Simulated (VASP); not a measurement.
Here is a VASP 6.6.1 calculation.

INCAR

```
SYSTEM = Na
ALGO = Normal
EDIFF = 1E-8
ENCUT = 520
GGA = PS
ISIF = 2
ISMEAR = -1
LASPH = .True.
LCHARG = .False.
LEFG = .True.
LREAL = .False.
LWAVE = .False.
NBANDS = 14
NELM = 80
PREC = Accurate
SIGMA = 0.05
```

The input KPOINTS:

```
k-points
0
Gamma
  13 13 7
  0 0 0
```

POSCAR

```
Na
1.0
    3.7417183499      0.0000000000      0.0000000000
   -1.8708591750      3.2404231448      0.0000000000
    0.0000000000      0.0000000000      6.1126967421
Na
2
Direct
    0.3333333333      0.6666666667      0.2500000000
    0.6666666667      0.3333333333      0.7500000000
```

Potentials or basis: VASP PAW PBE potentials, release 64 (Na_pv).

Run with:

```bash
$ cat potpaw_PBE.64/Na_pv/POTCAR > POTCAR
$ mpirun -np 1 vasp_std > vasp.out
```

(1) What does it give for the band gap on the k mesh?

(2) Predict the pressure.

Answers

(1) zero (bands 7 and 8 overlap by 3.37 eV).

(2) -0.1 GPa.

Caveat: without QUAD_EFG the Cq values of the log hold for a quadrupole moment of 1 mb, not for the nuclei; the PAW data sets were made with another functional, which shifts forces and pressure a little.
